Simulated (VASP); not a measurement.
# Rh (P6_3/mmc) in VASP: further runs

Runs on Rh. Level: PBE. Tasks: relaxation of shape and atoms at fixed volume.

All numbers are computed with VASP 6.6.1; they aren't measurements. Logs are shortened: lines on timing, memory, paths and dates and some standing lists are left out, and cuts for length are marked.

**1. The cell of the first run**

The structure is hexagonal, space group P6_3/mmc (No. 194). The conventional cell has a = 2.639 Å, b = 2.639 Å, c = 4.254 Å, α = 90.00°, β = 90.00°, γ = 120.00°. Rh (site symmetry -6m2) has 12 Rh at 2.62 to 2.64 Å within 3.5 Å.

This isn't the form of Rh at room conditions, which is fcc.

**2. Relaxation of shape and atoms at fixed volume, PBE (12.83 Å³/atom)**

Contents of INCAR:

```
SYSTEM = Rh
ALGO = Fast
EDIFF = 1E-6
EDIFFG = -0.01
ENCUT = 600
GGA = PE
IBRION = 2
ISIF = 4
ISMEAR = 0
LASPH = .TRUE.
LCHARG = .FALSE.
LREAL = .FALSE.
LWAVE = .FALSE.
NELM = 60
NSW = 50
PREC = Accurate
SIGMA = 0.1
```

Contents of KPOINTS:

```
k-points
0
G
  18 18 10
  0 0 0
```

Contents of POSCAR:

```
Rh
1.0
    2.6389166591      0.0000000000      0.0000000000
   -1.3194583295      2.2853688652      0.0000000000
    0.0000000000      0.0000000000      4.2541211592
Rh
2
Direct
    0.6666666667      0.3333333333      0.7500000000
    0.3333333333      0.6666666667      0.2500000000
```

Potentials or basis: VASP PAW PBE potentials, release 64 (Rh_pv).

The run is started by

```
$ cat potpaw_PBE.64/Rh_pv/POTCAR > POTCAR
$ mpirun -np 1 vasp_std > vasp.out
```

OUTCAR:

```text
SYSTEM = Rh
   EDIFF = 1E-6
   EDIFFG = -0.01
   ENCUT = 600
   GGA = PE
   IBRION = 2
   ISIF = 4
   ISMEAR = 0
   LASPH = .TRUE.
   LREAL = .FALSE.
   NELM = 60
   NSW = 50
   PREC = Accurate

 ion  position               nearest neighbor table
   1  0.667  0.333  0.750-   2 2.62   2 2.62   2 2.62   2 2.62   2 2.62   2 2.62
   2  0.333  0.667  0.250-   1 2.62   1 2.62   1 2.62   1 2.62   1 2.62   1 2.62

  LATTYP: Found a hexagonal cell.
 ALAT       =     2.6389166591
 C/A-ratio  =     1.6120710537

  Lattice vectors:

 A1 = (   2.6389166591,   0.0000000000,   0.0000000000)
 A2 = (  -1.3194583295,   2.2853688652,   0.0000000000)
 A3 = (   0.0000000000,   0.0000000000,   4.2541211592)

Analysis of symmetry for initial positions (statically):
=====================================================================
 Subroutine PRICEL returns:
 Original cell was already a primitive cell.

 Routine SETGRP: Setting up the symmetry group for a
 hexagonal supercell.

 Subroutine GETGRP returns: Found 24 space group operations
 (whereof 12 operations were pure point group operations)
 out of a pool of 24 trial point group operations.

The static configuration has the point symmetry D_3d.
 The point group associated with its full space group is D_6h.

Analysis of symmetry for dynamics (positions and initial velocities):
=====================================================================
 Subroutine PRICEL returns:
 Original cell was already a primitive cell.

 Routine SETGRP: Setting up the symmetry group for a
 hexagonal supercell.

 Subroutine GETGRP returns: Found 24 space group operations
 (whereof 12 operations were pure point group operations)
 out of a pool of 24 trial point group operations.

The dynamic configuration has the point symmetry D_3d.
 The point group associated with its full space group is D_6h.

 Subroutine INISYM returns: Found 24 space group operations
 (whereof 12 operations are pure point group operations),
 and found     1 'primitive' translations

----------------------------------------------------------------------------------------

                                     Primitive cell

  volume of cell :      25.6562

  direct lattice vectors                    reciprocal lattice vectors
     2.638916659  0.000000000  0.000000000     0.378943381  0.218783063  0.000000000
    -1.319458329  2.285368865  0.000000000     0.000000000  0.437566126  0.000000000
     0.000000000  0.000000000  4.254121159     0.000000000  0.000000000  0.235066178

  length of vectors
     2.638916659  2.638916659  4.254121159     0.437566126  0.437566126  0.235066178

  position of ions in fractional coordinates (direct lattice)
     0.666666667  0.333333333  0.750000000
     0.333333333  0.666666667  0.250000000

  ion indices of the primitive-cell ions
   primitive index   ion index
                 1           1
                 2           2

----------------------------------------------------------------------------------------

 KPOINTS: k-points

Automatic generation of k-mesh.
 Grid dimensions read from file:
 generate k-points for:   18   18   10

 Generating k-lattice:

  Cartesian coordinates                     Fractional coordinates (reciprocal lattice)
     0.021052410  0.012154615  0.000000000     0.055555556  0.000000000  0.000000000
     0.000000000  0.024309229  0.000000000     0.000000000  0.055555556  0.000000000
     0.000000000  0.000000000  0.023506618     0.000000000  0.000000000  0.100000000

  Length of vectors
[... 54 lines left out ...]
   NELM   =     60;   NELMIN=  2; NELMDL= -5     # of ELM steps
   EDIFF  = 0.1E-05   stopping-criterion for ELM
   LREAL  =      F    real-space projection
   EDIFFG = -.1E-01   stopping-criterion for IOM
   NSW    =     50    number of steps for IOM
   IBRION =      2    ionic relax: 0-MD 1-quasi-New 2-CG
   NFREE  =      1    steps in history (QN), initial steepest desc. (CG)
   ISIF   =      4    stress and relaxation
   ISYM   =      2    0-nonsym 1-usesym 2-fastsym
   POTIM  = 0.5000    time-step for ionic-motion
   TEBEG  =    0.0;   TEEND  =   0.0 temperature during run
   PSTRESS=    0.0 pullay stress
   NELECT =      30.0000    total number of electrons
   NUPDOWN=      -1.0000    fix difference up-down
   EMIN   =  10.00;   EMAX   =-10.00  energy-range for DOS
   EFERMI =   0.00;   METHOD = LEGACY
   ISMEAR =     0;   SIGMA  =   0.10  broadening in eV -4-tet -1-fermi 0-gaus
   EFERMI_NEDOS =   21; number of points for ismear=-14 and -15
   IALGO  =     68    algorithm
   IMIX   =      4    mixing-type and parameters
     AMIX     =   0.40;   BMIX     =  1.00
     AMIX_MAG =   1.60;   BMIX_MAG =  1.00
  volume/ion in A,a.u.               =      12.83        86.57
  Fermi-wavevector in a.u.,A,eV,Ry     =   1.724718  3.259243 40.472577  2.974650
  Thomas-Fermi vector in A             =   2.800354
   LORBIT       =      0    0 simple, 1 ext, 2 COOP (PROOUT), +10 PAW based schemes
   GGA     = PE    functional components
   LHFCALC =     F    Hartree Fock is set to
   AEXX    =    0.0000 exact exchange contribution
   IVDW    =     0    specifies the selected vdW correction
   LEPSILON=     F    determine dielectric tensor
   LRPA    =     F    only Hartree local field effects (RPA)
 conjugate gradient relaxation of ions
 non-spin polarized calculation
 RMM-DIIS sequential band-by-band and
 Gauss-broadening in eV      SIGMA  =   0.10
  energy-cutoff  :      600.00
  volume of cell :       25.66
 maximum number of plane-waves:       870
 NGX is ok and might be reduce to    24
   NGX = 11   NGY = 11   NGZ = 17

--------------------------------------- Ionic step        1  -------------------------------------------

 number of electron      30.0000000 magnetization

 Free energy of the ion-electron system (eV)
  ---------------------------------------------------
  ext. energy  EPLUGINS =         0.00000000
  ---------------------------------------------------
  free energy    TOTEN  =       -14.22797081 eV

  energy without entropy =      -14.21348702  energy(sigma->0) =      -14.22072892

------------------------ aborting loop because EDIFF is reached ----------------------------------------

  FORCE on cell =-STRESS in cart. coord.  units (eV):
  Direction    XX          YY          ZZ          XY          YZ          ZX
  --------------------------------------------------------------------------------------
  -------------------------------------------------------------------------------------
  Total        4.8791492      4.8791492      4.9254394      0.0000000      0.0000000      0.0000000
  in kB      304.6932574    304.6932573    307.5839872      0.0000000      0.0000000      0.0000000
  external PRESSURE =     305.6568340 kB  Pullay stress =       0.0000000 kB

 VOLUME and BASIS-vectors are now :
 -----------------------------------------------------------------------------
  energy-cutoff  :      600.00
  volume of cell :       25.66
      direct lattice vectors                 reciprocal lattice vectors
     2.638916659  0.000000000  0.000000000     0.378943381  0.218783063  0.000000000
    -1.319458329  2.285368865  0.000000000     0.000000000  0.437566126  0.000000000
     0.000000000  0.000000000  4.254121159     0.000000000  0.000000000  0.235066178

 POSITION                                       TOTAL-FORCE (eV/Angst)
 -----------------------------------------------------------------------------------
      1.31946      0.76179      3.19059        -0.000000      0.000000      0.000000
     -0.00000      1.52358      1.06353         0.000000      0.000000      0.000000
 -----------------------------------------------------------------------------------
    total drift:                               -0.000000      0.000000     -0.000000

  FREE ENERGIE OF THE ION-ELECTRON SYSTEM (eV)
  ---------------------------------------------------
  free  energy   TOTEN  =       -14.2279708104 eV

  energy  without entropy=      -14.2134870218  energy(sigma->0) =      -14.22072892

--------------------------------------- Ionic step        2  -------------------------------------------

 number of electron      30.0000000 magnetization

 Free energy of the ion-electron system (eV)
  ---------------------------------------------------
  ext. energy  EPLUGINS =         0.00000000
  ---------------------------------------------------
  free energy    TOTEN  =       -14.22798050 eV

  energy without entropy =      -14.21342259  energy(sigma->0) =      -14.22070154

 E-fermi :  13.3408     XC(G=0): -14.4822

 val. band max:       13.3361688967   @ k =   0.2222   0.1667   0.2000
 cond. band min:      13.3451026264   @ k =   0.2778   0.0000   0.4000
 fundamental gap:      0.0089337298
 Fermi energy:        13.3407731373

 k-point     1 :       0.0000    0.0000    0.0000
  band No.  band energies     occupation
      1     -34.2258      2.00000
      2     -33.3886      2.00000
      3     -33.3886      2.00000
      4     -33.2709      2.00000
      5     -33.2532      2.00000
      6     -33.2532      2.00000
[... 505 lines left out ...]
      6     -33.4209      2.00000
[... 11 lines left out ...]
     18      20.2229      0.00000
     19      24.2720      0.00000

 [... further k-points ...]

------------------------ aborting loop because EDIFF is reached ----------------------------------------

  FORCE on cell =-STRESS in cart. coord.  units (eV):
  Direction    XX          YY          ZZ          XY          YZ          ZX
  --------------------------------------------------------------------------------------
  -------------------------------------------------------------------------------------
  Total        4.8899021      4.8899021      4.8879865      0.0000000      0.0000000      0.0000000
  in kB      305.3647542    305.3647542    305.2451317      0.0000000      0.0000000      0.0000000
  external PRESSURE =     305.3248800 kB  Pullay stress =       0.0000000 kB

 VOLUME and BASIS-vectors are now :
 -----------------------------------------------------------------------------
  energy-cutoff  :      600.00
  volume of cell :       25.66
      direct lattice vectors                 reciprocal lattice vectors
     2.637934837  0.000000000  0.000000000     0.379084421  0.218864492  0.000000000
    -1.318967418  2.284518582  0.000000000    -0.000000000  0.437728985  0.000000000
     0.000000000  0.000000000  4.257288461     0.000000000 -0.000000000  0.234891295

 POSITION                                       TOTAL-FORCE (eV/Angst)
 -----------------------------------------------------------------------------------
      1.31897      0.76151      3.19297         0.000000      0.000000      0.000000
     -0.00000      1.52301      1.06432        -0.000000      0.000000      0.000000
 -----------------------------------------------------------------------------------
    total drift:                               -0.000000      0.000000     -0.000000

  FREE ENERGIE OF THE ION-ELECTRON SYSTEM (eV)
  ---------------------------------------------------
  free  energy   TOTEN  =       -14.2279804968 eV

  energy  without entropy=      -14.2134225860  energy(sigma->0) =      -14.22070154

 reached required accuracy - stopping structural energy minimisation
```

Run time: 52 s. Hardware: 1 thread of Intel Xeon 6975P-C (Granite Rapids), shared host; peak memory 0.23 GiB.

Results:

```yaml
Free_energy: -14.2280 eV
Energy_gained_by_relaxing: 0.0 meV/atom
Ionic_steps: 2
Pressure_after_relaxing: 30.5 GPa
Band_gap_on_the_k_mesh: zero (bands 15 and 16 overlap by 2.71 eV)
```

Final structure:
```
Rh
1.0
     2.63793    0.00000    0.00000
    -1.31897    2.28452    0.00000
     0.00000    0.00000    4.25729
Rh
2
Cartesian
  1.3190 0.7615 3.1930
  0.0000 1.5230 1.0643
```

Levels at points of the mesh, in eV from the Fermi level:
```csv
k point,band 13,band 14,band 15,band 16,band 17,band 18
"(0.00, 0.00, 0.00)",-2.81,-2.17,-2.17,0.13,0.13,0.66
"(0.50, 0.00, 0.00)",-2.41,0.47,0.71,0.81,3.25,5.52
"(0.00, 0.00, 0.50)",-3.53,-3.53,-0.50,-0.50,-0.50,-0.50
"(0.50, 0.00, 0.50)",-0.38,-0.38,0.68,0.68,2.79,2.79
```

**3. Relaxation of shape and atoms at fixed volume, PBE (13.25 Å³/atom)**

This run uses another cell than the first one, of 13.25 Å³/atom.

Contents of INCAR:

```
SYSTEM = Rh
PREC = Accurate ; ENCUT = 600
EDIFF = 1E-6 ; ISMEAR = 0
SIGMA = 0.1 ; LREAL = .False.
LASPH = .True. ; NELM = 60
ALGO = Fast ; ISIF = 4
LWAVE = .False. ; LCHARG = .False.
GGA = PE ; IBRION = 2
NSW = 50 ; EDIFFG = -0.01
```

Contents of KPOINTS:

```
Automatic mesh
0
Gamma
  18 18 10
  0 0 0
```

Contents of POSCAR:

```
Rh
1.0
    2.6683162624      0.0000000000      0.0000000000
   -1.3341581312      2.3108296685      0.0000000000
    0.0000000000      0.0000000000      4.2980657940
Rh
2
Direct
    0.6666666667      0.3333333333      0.7500000000
    0.3333333333      0.6666666667      0.2500000000
```

Potentials or basis: VASP PAW PBE potentials, release 64 (Rh_pv).

The run is started by

```
$ cat potpaw_PBE.64/Rh_pv/POTCAR > POTCAR
$ mpirun -np 1 vasp_std > vasp.out
```

It took 56 s on 1 thread of Intel Xeon 6975P-C (Granite Rapids), shared host; peak memory 0.24 GiB.

It converged, with:

* Free energy: -14.3578 eV
* Energy gained by relaxing: 0.0 meV/atom
* Ionic steps: 2
* Pressure after relaxing: 18.4 GPa
* Band gap on the k mesh: zero (bands 15 and 16 overlap by 2.57 eV)

Final structure:
```cif
data_structure
_symmetry_space_group_name_H-M 'P 1'
_symmetry_Int_Tables_number 1
_cell_length_a 2.6673
_cell_length_b 2.6673
_cell_length_c 4.3012
_cell_angle_alpha 90.000
_cell_angle_beta 90.000
_cell_angle_gamma 120.000
_cell_volume 26.50
loop_
_atom_site_label
_atom_site_type_symbol
_atom_site_fract_x
_atom_site_fract_y
_atom_site_fract_z
_atom_site_occupancy
Rh1 Rh 0.66667 0.33333 0.75000 1
Rh2 Rh 0.33333 0.66667 0.25000 1
```

Levels at points of the mesh, in eV from the Fermi level:
```
           k point  band 12  band 13  band 14  band 15  band 16  band 17  band 18  band 19
(0.00, 0.00, 0.00)    -2.67    -2.67    -2.06    -2.06     0.13     0.13     0.70     9.04
(0.50, 0.00, 0.00)    -2.37    -2.30     0.43     0.67     0.77     3.14     5.33    10.64
(0.00, 0.00, 0.50)    -3.35    -3.35    -3.35    -0.47    -0.47    -0.47    -0.47    14.98
(0.50, 0.00, 0.50)    -1.81    -0.36    -0.36     0.63     0.63     2.73     2.73     9.70
```
